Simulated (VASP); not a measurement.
A run of VASP 6.6.1:

File INCAR:

```
SYSTEM = Mg
PREC     = Accurate       ! precision mode
ENCUT    = 520            ! plane-wave cutoff, eV
EDIFF    = 1E-6           ! SCF threshold, eV
ISMEAR   = -1             ! smearing method
SIGMA    = 0.05           ! smearing width, eV
LREAL    = .FALSE.        ! projectors in reciprocal space
LASPH    = .TRUE.         ! aspherical terms in the spheres
NELM     = 60             ! most SCF steps
ALGO     = Normal         ! electronic algorithm
ISIF     = 2              ! what is computed and relaxed
LWAVE    = .FALSE.        ! write WAVECAR
LCHARG   = .FALSE.        ! write CHGCAR
GGA      = RP             ! functional
IVDW     = 13             ! dispersion correction
NBANDS   = 9              ! bands
```

File KPOINTS:

```
Automatic mesh
0
G
  10 10 5
  0 0 0
```

The input POSCAR:

```
Mg
1.0
    3.2515324747      0.0000000000      0.0000000000
   -1.6257662373      2.8159097243      0.0000000000
    0.0000000000      0.0000000000      5.2788644417
Mg
2
Direct
    0.6666666667      0.3333333333      0.7500000000
    0.3333333333      0.6666666667      0.2500000000
```

Potentials or basis: VASP PAW PBE potentials, release 64 (Mg).

Command:

```bash
$ cat potpaw_PBE.64/Mg/POTCAR > POTCAR
$ mpirun -np 1 vasp_std > vasp.out
```

Hardware: 1 thread of Intel(R) Xeon(R) Platinum 8488C (Sapphire Rapids), with other jobs on the host.

Q: How long does it take, and how much memory?

A: It took 8.3 s on 1 thread of Intel(R) Xeon(R) Platinum 8488C (Sapphire Rapids), with other jobs on the host, peak memory 0.16 GiB. Counts: scf iterations 10, k points 42.
